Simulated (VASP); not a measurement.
# Cu (I4/mmm) in VASP: a series of runs

The runs below take Cu through single point, with LDA.

All numbers are computed with VASP 6.6.1; they aren't measurements. Logs are shortened: lines on timing, memory, paths and dates and some standing lists are left out, and cuts for length are marked.

**1. The cell of the first run**

Symmetry: I4/mmm, No. 139, tetragonal system. The conventional cell has a = 2.886 Å, b = 2.886 Å, c = 2.752 Å, α = 90.00°, β = 90.00°, γ = 90.00°. Cu (site symmetry 4/mmm) has 14 Cu at 2.46 to 2.89 Å within 3.2 Å.

**2. Single point, LDA, collinear spin**

The input, INCAR:

```
SYSTEM = Cu
ALGO = Normal
EDIFF = 1E-6
ENCUT = 600
GGA = CA
GGA_COMPAT = .False.
ISIF = 2
ISMEAR = -1
ISPIN = 2
LASPH = .True.
LCHARG = .False.
LMAXMIX = 4
LORBIT = 11
LREAL = .False.
LWAVE = .False.
MAGMOM = 0.75
NBANDS = 16
NELM = 200
NUPDOWN = 0.75
PREC = Accurate
SIGMA = 0.05
```

The input, KPOINTS:

```
k-points
0
Gamma
  14 14 14
  0 0 0
```

The input, POSCAR:

```
Cu
1.0
   -1.4427933200      1.4427933200      1.3760814500
    1.4427933200     -1.4427933200      1.3760814500
    1.4427933200      1.4427933200     -1.3760814500
Cu
1
Direct
    0.0000000000      0.0000000000      0.0000000000
```

Potentials or basis: VASP PAW LDA potentials, release 64 (Cu).

Run with:

```sh
cat potpaw_LDA.64/Cu/POTCAR > POTCAR
mpirun -np 1 vasp_std > vasp.out
```

OUTCAR:

```text
SYSTEM = Cu
   EDIFF = 1E-6
   ENCUT = 600
   GGA = CA
   ISIF = 2
   ISMEAR = -1
   ISPIN = 2
   LASPH = .True.
   LORBIT = 11
   LREAL = .False.
   NELM = 200
   NUPDOWN = 0.75
   PREC = Accurate

 ion  position               nearest neighbor table
   1  0.000  0.000  0.000-

  LATTYP: Found a body centered tetragonal cell.
 ALAT       =     2.8855866400
 C/A-ratio  =     0.9537620052

  Lattice vectors:

 A1 = (  -1.4427933200,   1.4427933200,   1.3760814500)
 A2 = (   1.4427933200,  -1.4427933200,   1.3760814500)
 A3 = (   1.4427933200,   1.4427933200,  -1.3760814500)

Analysis of symmetry for initial positions (statically):
=====================================================================
 Subroutine PRICEL returns:
 Original cell was already a primitive cell.

 Routine SETGRP: Setting up the symmetry group for a
 body centered tetragonal supercell.

 Subroutine GETGRP returns: Found 16 space group operations
 (whereof 16 operations were pure point group operations)
 out of a pool of 16 trial point group operations.

The static configuration has the point symmetry D_4h.

Analysis of symmetry for dynamics (positions and initial velocities):
=====================================================================
 Subroutine PRICEL returns:
 Original cell was already a primitive cell.

 Routine SETGRP: Setting up the symmetry group for a
 body centered tetragonal supercell.

 Subroutine GETGRP returns: Found 16 space group operations
 (whereof 16 operations were pure point group operations)
 out of a pool of 16 trial point group operations.

The dynamic configuration has the point symmetry D_4h.

Analysis of structural, dynamic, and magnetic symmetry:
=====================================================================
 Subroutine PRICEL returns:
 Original cell was already a primitive cell.

 Routine SETGRP: Setting up the symmetry group for a
 body centered tetragonal supercell.

 Subroutine GETGRP returns: Found 16 space group operations
 (whereof 16 operations were pure point group operations)
 out of a pool of 16 trial point group operations.

The overall configuration has the point symmetry D_4h.

 Subroutine INISYM returns: Found 16 space group operations
 (whereof 16 operations are pure point group operations),
 and found     1 'primitive' translations

[... 97 lines left out ...]
   NFREE  =      0    steps in history (QN), initial steepest desc. (CG)
   ISIF   =      2    stress and relaxation
   ISYM   =      2    0-nonsym 1-usesym 2-fastsym
   POTIM  = 0.5000    time-step for ionic-motion
   TEBEG  =    0.0;   TEEND  =   0.0 temperature during run
   PSTRESS=    0.0 pullay stress
   NELECT =      11.0000    total number of electrons
   NUPDOWN=       0.7500    fix difference up-down
   EMIN   =  10.00;   EMAX   =-10.00  energy-range for DOS
   EFERMI =   0.00;   METHOD = LEGACY
   ISMEAR =    -1;   SIGMA  =   0.05  broadening in eV -4-tet -1-fermi 0-gaus
   EFERMI_NEDOS =   21; number of points for ismear=-14 and -15
   IALGO  =     38    algorithm
   IMIX   =      4    mixing-type and parameters
     AMIX     =   0.40;   BMIX     =  1.00
     AMIX_MAG =   1.60;   BMIX_MAG =  1.00
  volume/ion in A,a.u.               =      11.46        77.32
  Fermi-wavevector in a.u.,A,eV,Ry     =   1.614984  3.051878 35.486359  2.608174
  Thomas-Fermi vector in A             =   2.709805
   LORBIT       =     11    0 simple, 1 ext, 2 COOP (PROOUT), +10 PAW based schemes
   GGA     = CA    functional components
   LHFCALC =     F    Hartree Fock is set to
   AEXX    =    0.0000 exact exchange contribution
   IVDW    =     0    specifies the selected vdW correction
   LEPSILON=     F    determine dielectric tensor
   LRPA    =     F    only Hartree local field effects (RPA)
 spin polarized calculation
  energy-cutoff  :      600.00
  volume of cell :       11.46
 maximum number of plane-waves:       400
   NGX =  9   NGY =  9   NGZ =  9

 number of electron      11.0000000 magnetization       0.7500000

 Free energy of the ion-electron system (eV)
  ---------------------------------------------------
  ext. energy  EPLUGINS =         0.00000000
  ---------------------------------------------------
  free energy    TOTEN  =        -3.80681709 eV

  energy without entropy =       -3.79743101  energy(sigma->0) =       -3.80212405

 E-fermi :   5.9862     XC(G=0): -13.3117

 val. band max:       10.4453104642   @ k =  -0.2857  -0.4286   0.2857
 cond. band min:       5.9925874820   @ k =  -0.4286   0.5000   0.1429
 fundamental gap:     -4.4527229822
 Fermi energy:        10.6589159536

 spin component 1

 k-point     1 :       0.0000    0.0000    0.0000
  band No.  band energies     occupation
      1      -2.1016      1.00000
      2       3.7617      1.00000
      3       3.9610      1.00000
      4       3.9610      1.00000
      5       4.8575      1.00000
      6       5.0698      1.00000
[... 435 lines left out ...]
      5       5.2211      1.00000
      6       6.2198      1.00000
[... 8 lines left out ...]
     15      50.2874      0.00000
     16      53.4400      0.00000

 [... further k-points ...]

 spin component 2

 k-point     1 :       0.0000    0.0000    0.0000
  band No.  band energies     occupation
      1      -1.5980      1.00000
      2       4.2478      1.00000
      3       4.4406      1.00000
      4       4.4406      1.00000
      5       5.3094      1.00000
      6       5.5063      0.99993
[... 435 lines left out ...]
      5       5.6812      0.99777
      6       6.7117      0.00000
[... 8 lines left out ...]
     15      50.7917      0.00000
     16      53.9361      0.00000

 [... further k-points ...]
[... 5 lines left out ...]
  --------------------------------------------------------------------------------------
  -------------------------------------------------------------------------------------
  Total        0.0243173      0.0243173      0.0601296      0.0000000     -0.0000000      0.0000000
  in kB        3.4002697      3.4002697      8.4078764      0.0000000     -0.0000000      0.0000000
  external PRESSURE =       5.0694719 kB  Pullay stress =       0.0000000 kB

 VOLUME and BASIS-vectors are now :
 -----------------------------------------------------------------------------
  energy-cutoff  :      600.00
  volume of cell :       11.46
      direct lattice vectors                 reciprocal lattice vectors
    -1.442793320  1.442793320  1.376081450     0.000000000  0.346549983  0.363350585
     1.442793320 -1.442793320  1.376081450     0.346549983  0.000000000  0.363350585
     1.442793320  1.442793320 -1.376081450     0.346549983  0.346549983  0.000000000

 POSITION                                       TOTAL-FORCE (eV/Angst)
 -----------------------------------------------------------------------------------
      0.00000      0.00000      0.00000         0.000000      0.000000      0.000000
 -----------------------------------------------------------------------------------
    total drift:                                0.000000     -0.000000      0.000000

  FREE ENERGIE OF THE ION-ELECTRON SYSTEM (eV)
  ---------------------------------------------------
  free  energy   TOTEN  =        -3.8068170930 eV

  energy  without entropy=       -3.7974310132  energy(sigma->0) =       -3.80212405

 total charge

# of ion       s       p       d       tot
------------------------------------------
    1        0.466   0.462   9.092  10.019

 magnetization (x)

# of ion       s       p       d       tot
------------------------------------------
    1        0.062   0.160   0.387   0.608
```

stdout:

```text
POSCAR found type information on POSCAR Cu
 POSCAR found :  1 types and       1 ions
 scaLAPACK will be used
 LDA part: xc-table for (Slater(with rela. corr.)+CA(PZ))
 , standard interpolation
 POSCAR, INCAR and KPOINTS ok, starting setup
 FFT: planning ... GRIDC
 FFT: planning ... GRID_SOFT
 FFT: planning ... GRID
 WAVECAR not read
 entering main loop
```

It took 1.8 min on 1 thread of Intel Xeon 8259CL, shared host; peak memory 0.18 GiB.

What came out:

```
Free energy                                           : -3.8068 eV
Pressure                                              : 0.5 GPa
Net moment                                            : 0.75 μB per cell
Site moments                                          : Cu +0.61 μB
Valence electrons inside the program's atomic spheres : Cu 10.02
```

Stress tensor (GPa, compression positive):
```
0.34 0.00 0.00
0.00 0.34 0.00
0.00 0.00 0.84
```

Caveat: the total moment is fixed, so each spin has its own Fermi level.

**3. Single point, LDA, collinear spin**

The input, INCAR:

```
  PREC = Accurate
  ENCUT = 600
  EDIFF = 1E-6
  ISMEAR = -1
  SIGMA = 0.05
  LREAL = False
  LASPH = True
  NELM = 200
  ALGO = Normal
  ISIF = 2
  LWAVE = False
  LCHARG = True
  ISPIN = 2
  MAGMOM = 1
  LORBIT = 11
  NUPDOWN = 1.0
  LMAXMIX = 4
  GGA = CA
  LELF = True
  LVHAR = True
  NBANDS = 16
  GGA_COMPAT = False
```

The input, KPOINTS:

```
Automatic mesh
0
Gamma
  14 14 14
```

POSCAR is that of step 2.

Potentials or basis: VASP PAW LDA potentials, release 64 (Cu).

Run with:

```sh
cat potpaw_LDA.64/Cu/POTCAR > POTCAR
mpirun -np 1 vasp_std > vasp.out
```

Run time: 1.8 min. Hardware: 1 thread of Intel Xeon 8259CL, shared host; peak memory 0.18 GiB.

The run converged. Its results:

| Quantity | Value |
| --- | --- |
| Free energy | -3.1225 eV |
| Pressure | 7.6 GPa |
| Net moment | 1.00 μB per cell |
| Site moments | Cu +0.81 μB |
| Valence electrons inside the program's atomic spheres | Cu 10.00 |

Stress tensor (GPa, compression positive):
```
9.04 0.00 0.00
0.00 9.04 0.00
0.00 0.00 4.78
```

Caveat: the cell stands under pressure; the total moment is fixed, so each spin has its own Fermi level.
